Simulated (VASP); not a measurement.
A run of VASP 6.6.1 is set up as follows.

INCAR

```
ALGO     = Normal         # electronic algorithm
EDIFF    = 1E-6           # SCF threshold, eV
ENCUT    = 520            # plane-wave cutoff, eV
GGA      = PS             # functional
ISIF     = 2              # what is computed and relaxed
ISMEAR   = 0              # smearing method
LASPH    = True           # aspherical terms in the spheres
LCHARG   = False          # write CHGCAR
LREAL    = False          # projectors in reciprocal space
LWAVE    = False          # write WAVECAR
NBANDS   = 18             # bands
NELM     = 100            # most SCF steps
PREC     = Accurate       # precision mode
SIGMA    = 0.1            # smearing width, eV
```

Contents of KPOINTS:

```
k-points
0
Gamma
  12 12 12
```

The input POSCAR:

```
BiTe
1.0
    2.3947867796      1.3826307919      2.9183901364
   -2.3947867796      1.3826307919      2.9183901364
    0.0000000000     -2.7652615838      2.9183901364
Bi Te
1 1
Direct
    0.5000000000      0.5000000000      0.5000000000
    0.0000000000      0.0000000000      0.0000000000
```

Potentials or basis: VASP PAW PBE potentials, release 64 (Bi_d, Te).

Command:

```console
$ cat potpaw_PBE.64/Bi_d/POTCAR potpaw_PBE.64/Te/POTCAR > POTCAR
$ mpirun -np 1 vasp_std > vasp.out
```

**Question.** Estimate the pressure.

**Answer.** 4.9 GPa.

Caveat: the PAW data sets were made with another functional, which shifts forces and pressure a little.
